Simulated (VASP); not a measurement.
# TaN (P6/mmm) in VASP: further runs

The runs below take TaN through single point, with LDA.

Program: VASP 6.6.1. These are calculated values, not measurements. Logs are shortened: lines on timing, memory, paths and dates and some standing lists are left out, and cuts for length are marked.

### Step 1. The cell of the first run

It takes space group P6/mmm (No. 191, hexagonal). Conventional cell: a = 5.167 Å, b = 5.167 Å, c = 2.889 Å, α = 90.00°, β = 90.00°, γ = 120.00°. Ta (site symmetry 6/mmm) has 6 N at 2.58 Å and 14 Ta at 2.89 to 3.31 Å within 3.4 Å. Within 2.7 Å of Ta (site symmetry -6m2) lie 6 N at 2.08 Å. N (site symmetry mmm) has 6 Ta at 2.08 to 2.58 Å and 4 N at 2.58 Å within 2.7 Å.

### Step 2. Single point, LDA

INCAR reads:

```
SYSTEM = TaN
ALGO     = Normal         ! electronic algorithm
EDIFF    = 1E-6           ! SCF threshold, eV
ENCUT    = 600            ! plane-wave cutoff, eV
GGA_COMPAT= .False.      
ISIF     = 2              ! what is computed and relaxed
ISMEAR   = -1             ! smearing method
LASPH    = .True.         ! aspherical terms in the spheres
LCHARG   = .False.        ! write CHGCAR
LREAL    = .False.        ! projectors in reciprocal space
LWAVE    = .False.        ! write WAVECAR
NBANDS   = 36             ! bands
NELM     = 120            ! most SCF steps
PREC     = Accurate       ! precision mode
SIGMA    = 0.1            ! smearing width, eV
```

KPOINTS reads:

```
k-points
0
Gamma
  5 5 8
  0 0 0
```

POSCAR reads:

```
TaN
1.0
    5.1669620126      0.0000000000      0.0000000000
   -2.5834810063      4.4747203633      0.0000000000
    0.0000000000      0.0000000000      2.8887734781
Ta N
3 3
Direct
    0.0000000000      0.0000000000      0.0000000000
    0.3333333333      0.6666666667      0.5000000000
    0.6666666667      0.3333333333      0.5000000000
    0.5000000000      0.0000000000      0.0000000000
    0.5000000000      0.5000000000      0.0000000000
    0.0000000000      0.5000000000      0.0000000000
```

Potentials or basis: VASP PAW LDA potentials, release 64 (Ta_sv_GW, N).

Command:

```sh
> cat potpaw_LDA.64/Ta_sv_GW/POTCAR potpaw_LDA.64/N/POTCAR > POTCAR
> mpirun -np 1 vasp_std > vasp.out
```

OUTCAR:

```text
SYSTEM = TaN
   EDIFF = 1E-6
   ENCUT = 600
   ISIF = 2
   ISMEAR = -1
   LASPH = .True.
   LREAL = .False.
   NELM = 120
   PREC = Accurate

 ion  position               nearest neighbor table
   1  0.000  0.000  0.000-
   2  0.333  0.667  0.500-   4 2.08   4 2.08   6 2.08   6 2.08   5 2.08   5 2.08   3 2.98   3 2.98
                             3 2.98
   3  0.667  0.333  0.500-   4 2.08   4 2.08   6 2.08   6 2.08   5 2.08   5 2.08   2 2.98   2 2.98
                             2 2.98
   4  0.500  0.000  0.000-   2 2.08   3 2.08   2 2.08   3 2.08
   5  0.500  0.500  0.000-   2 2.08   3 2.08   2 2.08   3 2.08
   6  0.000  0.500  0.000-   2 2.08   3 2.08   2 2.08   3 2.08

  LATTYP: Found a hexagonal cell.
 ALAT       =     5.1669620126
 C/A-ratio  =     0.5590854880

  Lattice vectors:

 A1 = (   5.1669620126,   0.0000000000,   0.0000000000)
 A2 = (  -2.5834810063,   4.4747203633,   0.0000000000)
 A3 = (   0.0000000000,   0.0000000000,   2.8887734781)

Analysis of symmetry for initial positions (statically):
=====================================================================
 Subroutine PRICEL returns:
 Original cell was already a primitive cell.

 Routine SETGRP: Setting up the symmetry group for a
 hexagonal supercell.

 Subroutine GETGRP returns: Found 24 space group operations
 (whereof 24 operations were pure point group operations)
 out of a pool of 24 trial point group operations.

The static configuration has the point symmetry D_6h.

Analysis of symmetry for dynamics (positions and initial velocities):
=====================================================================
 Subroutine PRICEL returns:
 Original cell was already a primitive cell.

 Routine SETGRP: Setting up the symmetry group for a
 hexagonal supercell.

 Subroutine GETGRP returns: Found 24 space group operations
 (whereof 24 operations were pure point group operations)
 out of a pool of 24 trial point group operations.

The dynamic configuration has the point symmetry D_6h.

 Subroutine INISYM returns: Found 24 space group operations
 (whereof 24 operations are pure point group operations),
 and found     1 'primitive' translations

----------------------------------------------------------------------------------------

                                     Primitive cell

  volume of cell :      66.7905

  direct lattice vectors                    reciprocal lattice vectors
     5.166962013  0.000000000  0.000000000     0.193537324  0.111738826  0.000000000
    -2.583481006  4.474720363  0.000000000     0.000000000  0.223477652  0.000000000
     0.000000000  0.000000000  2.888773478     0.000000000  0.000000000  0.346167676

  length of vectors
     5.166962013  5.166962013  2.888773478     0.223477652  0.223477652  0.346167676

  position of ions in fractional coordinates (direct lattice)
     0.000000000  0.000000000  0.000000000
     0.333333333  0.666666667  0.500000000
     0.666666667  0.333333333  0.500000000
     0.500000000  0.000000000  0.000000000
     0.500000000  0.500000000  0.000000000
     0.000000000  0.500000000  0.000000000

  ion indices of the primitive-cell ions
   primitive index   ion index
                 1           1
                 2           2
                 3           3
                 4           4
                 5           5
                 6           6

----------------------------------------------------------------------------------------

 KPOINTS: k-points

Automatic generation of k-mesh.
 Grid dimensions read from file:
 generate k-points for:    5    5    8

 Generating k-lattice:

  Cartesian coordinates                     Fractional coordinates (reciprocal lattice)
     0.038707465  0.022347765  0.000000000     0.200000000 -0.000000000  0.000000000
     0.000000000  0.044695530  0.000000000     0.000000000  0.200000000  0.000000000
     0.000000000  0.000000000  0.043270959     0.000000000  0.000000000  0.125000000

  Length of vectors
     0.044695530  0.044695530  0.043270959

  Shift w.r.t. Gamma in fractional coordinates (k-lattice)
     0.000000000  0.000000000  0.000000000

 Subroutine IBZKPT returns following result:
 ===========================================

 Found     25 irreducible k-points:

 Following reciprocal coordinates:
            Coordinates               Weight
  0.000000  0.000000  0.000000      1.000000
  0.200000 -0.000000  0.000000      6.000000
  0.400000 -0.000000  0.000000      6.000000
  0.200000  0.200000  0.000000      6.000000
  0.400000  0.200000  0.000000      6.000000
  0.000000  0.000000  0.125000      2.000000
[... 16 lines left out ...]
  0.400000 -0.000000  0.500000      6.000000
  0.200000  0.200000  0.500000      6.000000
   k-points           NKPTS =     25   k-points in BZ     NKDIM =     25   number of bands    NBANDS=     36
   number of dos      NEDOS =    301   number of ions     NIONS =      6
   total plane-waves  NPLWV =  42336
   dimension x,y,z NGX =    42 NGY =   42 NGZ =   24
   dimension x,y,z NGXF=    84 NGYF=   84 NGZF=   48
   ions per type =               3   3
   NGX,Y,Z   is equivalent  to a cutoff of  13.51, 13.51, 13.81 a.u.
   NGXF,Y,Z  is equivalent  to a cutoff of  27.03, 27.03, 27.62 a.u.
 SYSTEM =  TaN
   PREC   = accura    normal or accurate (medium, high low for compatibility)
   ISTART =      0    job   : 0-new  1-cont  2-samecut
   ICHARG =      2    charge: 1-file 2-atom 10-const
   ISPIN  =      1    spin polarized calculation?
   LNONCOLLINEAR =      F non collinear calculations
   LSORBIT =      F    spin-orbit coupling
   LASPH  =      T    aspherical Exc in radial PAW
   ENCUT  =  600.0 eV  44.10 Ry    6.64 a.u.  10.32 10.32  5.77*2*pi/ulx,y,z
   NELM   =    120;   NELMIN=  2; NELMDL= -5     # of ELM steps
   EDIFF  = 0.1E-05   stopping-criterion for ELM
   LREAL  =      F    real-space projection
   EDIFFG = 0.1E-04   stopping-criterion for IOM
   NSW    =      0    number of steps for IOM
   IBRION =     -1    ionic relax: 0-MD 1-quasi-New 2-CG
   NFREE  =      0    steps in history (QN), initial steepest desc. (CG)
   ISIF   =      2    stress and relaxation
   ISYM   =      2    0-nonsym 1-usesym 2-fastsym
   POTIM  = 0.5000    time-step for ionic-motion
   TEBEG  =    0.0;   TEEND  =   0.0 temperature during run
   PSTRESS=    0.0 pullay stress
   NELECT =      54.0000    total number of electrons
   NUPDOWN=      -1.0000    fix difference up-down
   EMIN   =  10.00;   EMAX   =-10.00  energy-range for DOS
   EFERMI =   0.00;   METHOD = LEGACY
   ISMEAR =    -1;   SIGMA  =   0.10  broadening in eV -4-tet -1-fermi 0-gaus
   EFERMI_NEDOS =   21; number of points for ismear=-14 and -15
   IALGO  =     38    algorithm
   IMIX   =      4    mixing-type and parameters
     AMIX     =   0.40;   BMIX     =  1.00
     AMIX_MAG =   1.60;   BMIX_MAG =  1.00
  volume/ion in A,a.u.               =      11.13        75.12
  Fermi-wavevector in a.u.,A,eV,Ry     =   1.525110  2.882040 31.646618  2.325961
  Thomas-Fermi vector in A             =   2.633325
   LORBIT       =      0    0 simple, 1 ext, 2 COOP (PROOUT), +10 PAW based schemes
   GGA     = CA    functional components
   LHFCALC =     F    Hartree Fock is set to
   AEXX    =    0.0000 exact exchange contribution
   IVDW    =     0    specifies the selected vdW correction
   LEPSILON=     F    determine dielectric tensor
   LRPA    =     F    only Hartree local field effects (RPA)
 non-spin polarized calculation
  energy-cutoff  :      600.00
  volume of cell :       66.79
 maximum number of plane-waves:      2280
 NGX is ok and might be reduce to    42
   NGX = 21   NGY = 21   NGZ = 11

 number of electron      53.9999998 magnetization

 Free energy of the ion-electron system (eV)
  ---------------------------------------------------
  ext. energy  EPLUGINS =         0.00000000
  ---------------------------------------------------
  free energy    TOTEN  =       -78.92273326 eV

  energy without entropy =      -78.89263434  energy(sigma->0) =      -78.90768380

 E-fermi :  12.1508     XC(G=0): -13.7394

 val. band max:       12.1253414164   @ k =   0.2000  -0.0000   0.3750
 cond. band min:      12.1641364502   @ k =   0.2000  -0.0000   0.2500
 fundamental gap:      0.0387950338
 Fermi energy:        12.1507625401

 k-point     1 :       0.0000    0.0000    0.0000
  band No.  band energies     occupation
      1     -56.7087      2.00000
      2     -56.6561      2.00000
      3     -56.3640      2.00000
      4     -23.8527      2.00000
      5     -23.8527      2.00000
      6     -23.4388      2.00000
[... 28 lines left out ...]
     35      15.4373      0.00000
     36      15.7151      0.00000

 k-point     2 :       0.2000   -0.0000    0.0000
  band No.  band energies     occupation
      1     -56.7042      2.00000
      2     -56.6605      2.00000
      3     -56.3643      2.00000
      4     -23.8833      2.00000
      5     -23.8336      2.00000
      6     -23.4142      2.00000
[... 28 lines left out ...]
     35      15.5900      0.00000
     36      15.7770      0.00000

 k-point     3 :       0.4000   -0.0000    0.0000
  band No.  band energies     occupation
      1     -56.6937      2.00000
      2     -56.6706      2.00000
      3     -56.3646      2.00000
      4     -23.9247      2.00000
      5     -23.7529      2.00000
      6     -23.4797      2.00000
[... 28 lines left out ...]
     35      15.8098      0.00000
     36      15.9780      0.00000
[... 742 lines left out ...]
 k-point    23 :       0.4000   -0.0000    0.5000
  band No.  band energies     occupation
      1     -56.6406      2.00000
      2     -56.6182      2.00000
      3     -56.3221      2.00000
      4     -24.1796      2.00000
      5     -24.0556      2.00000
      6     -23.7034      2.00000
[... 28 lines left out ...]
     35      16.3287      0.00000
     36      17.8794      0.00000

 k-point    24 :       0.2000    0.2000    0.5000
  band No.  band energies     occupation
      1     -56.6430      2.00000
      2     -56.6158      2.00000
      3     -56.3222      2.00000
      4     -24.1872      2.00000
      5     -24.0457      2.00000
      6     -23.7132      2.00000
[... 28 lines left out ...]
     35      16.1432      0.00000
     36      17.5971      0.00000

 [... further k-points ...]

------------------------ aborting loop because EDIFF is reached ----------------------------------------

  FORCE on cell =-STRESS in cart. coord.  units (eV):
  Direction    XX          YY          ZZ          XY          YZ          ZX
  --------------------------------------------------------------------------------------
  -------------------------------------------------------------------------------------
  Total        0.3847498      0.3847498      0.6270459      0.0000000     -0.0000000      0.0000000
  in kB        9.2294182      9.2294182     15.0416416      0.0000000     -0.0000000      0.0000000
  external PRESSURE =      11.1668260 kB  Pullay stress =       0.0000000 kB

 VOLUME and BASIS-vectors are now :
 -----------------------------------------------------------------------------
  energy-cutoff  :      600.00
  volume of cell :       66.79
      direct lattice vectors                 reciprocal lattice vectors
     5.166962013  0.000000000  0.000000000     0.193537324  0.111738826  0.000000000
    -2.583481006  4.474720363  0.000000000     0.000000000  0.223477652  0.000000000
     0.000000000  0.000000000  2.888773478     0.000000000  0.000000000  0.346167676

 POSITION                                       TOTAL-FORCE (eV/Angst)
 -----------------------------------------------------------------------------------
      0.00000      0.00000      0.00000         0.000000      0.000000      0.000000
     -0.00000      2.98315      1.44439        -0.000000      0.000000      0.000000
      2.58348      1.49157      1.44439         0.000000     -0.000000      0.000000
      2.58348      0.00000      0.00000         0.000000      0.000000      0.000000
      1.29174      2.23736      0.00000         0.000000      0.000000      0.000000
     -1.29174      2.23736      0.00000         0.000000      0.000000      0.000000
 -----------------------------------------------------------------------------------
    total drift:                               -0.000000      0.000000     -0.000000

  FREE ENERGIE OF THE ION-ELECTRON SYSTEM (eV)
  ---------------------------------------------------
  free  energy   TOTEN  =       -78.9227332602 eV

  energy  without entropy=      -78.8926343374  energy(sigma->0) =      -78.90768380
```

Wall time 77 s (1 thread of Intel Xeon Platinum 8488C (Sapphire Rapids), shared host); peak memory 0.2 GiB.

Results:

```
Free energy            : -78.9227 eV
Pressure               : 1.1 GPa
Band gap on the k mesh : zero (band 27 reaches 13.00 eV, above the bottom of band 28 at 10.80 eV)
```

Stress tensor (GPa, compression positive):
```
0.92 0.00 0.00
0.00 0.92 0.00
0.00 0.00 1.50
```

Caveat: spin-orbit coupling is left out, which moves the levels of the heavy elements.

### Step 3. Single point, LDA

This run uses another cell than the first one, of 10.80 Å³/atom, 0.971 times its volume.

INCAR reads:

```
SYSTEM = TaN
PREC = Accurate
ENCUT = 600
EDIFF = 1E-6
ISMEAR = -1
SIGMA = 0.1
LREAL = .FALSE.
LASPH = .TRUE.
NELM = 120
ALGO = Normal
ISIF = 2
LWAVE = .FALSE.
LCHARG = .FALSE.
GGA = CA
NBANDS = 36
GGA_COMPAT = .FALSE.
```

KPOINTS reads:

```
Automatic mesh
0
G
  5 5 8
  0 0 0
```

Changes to POSCAR since step 2:

```diff
@@ -2,5 +2,5 @@
 1.0
-    5.1669620126      0.0000000000      0.0000000000
-   -2.5834810063      4.4747203633      0.0000000000
-    0.0000000000      0.0000000000      2.8887734781
+    5.1010845548      0.0000000000      0.0000000000
+   -2.5505422774      4.4176688113      0.0000000000
+    0.0000000000      0.0000000000      2.8764646412
 Ta N
```

Potentials or basis: VASP PAW LDA potentials, release 64 (Ta_sv_GW, N).

Command:

```sh
> cat potpaw_LDA.64/Ta_sv_GW/POTCAR potpaw_LDA.64/N/POTCAR > POTCAR
> mpirun -np 1 vasp_std > vasp.out
```

Wall time 3.3 min (1 thread of AMD EPYC 7R43 (Zen 3), shared host); peak memory 0.17 GiB.

Results (log left out):

| Item | Value |
| --- | --- |
| Free energy | -78.8463 eV |
| Pressure | 11.3 GPa |
| Band gap on the k mesh | zero (band 27 reaches 13.49 eV, above the bottom of band 28 at 11.20 eV) |

Stress tensor (GPa, compression positive):
```
11.05  0.00  0.00
 0.00 11.05  0.00
 0.00  0.00 11.72
```

Levels at points of the mesh, in eV from the Fermi level:
| k point | band 25 | band 26 | band 27 | band 28 | band 29 | band 30 |
| --- | --- | --- | --- | --- | --- | --- |
| (0.00, 0.00, 0.00) | -2.62 | -2.16 | -1.39 | -1.39 | 0.73 | 0.73 |
| (0.00, 0.00, 0.50) | -3.20 | -2.04 | 0.90 | 0.90 | 1.48 | 1.94 |

Caveat: spin-orbit coupling is left out, which moves the levels of the heavy elements.
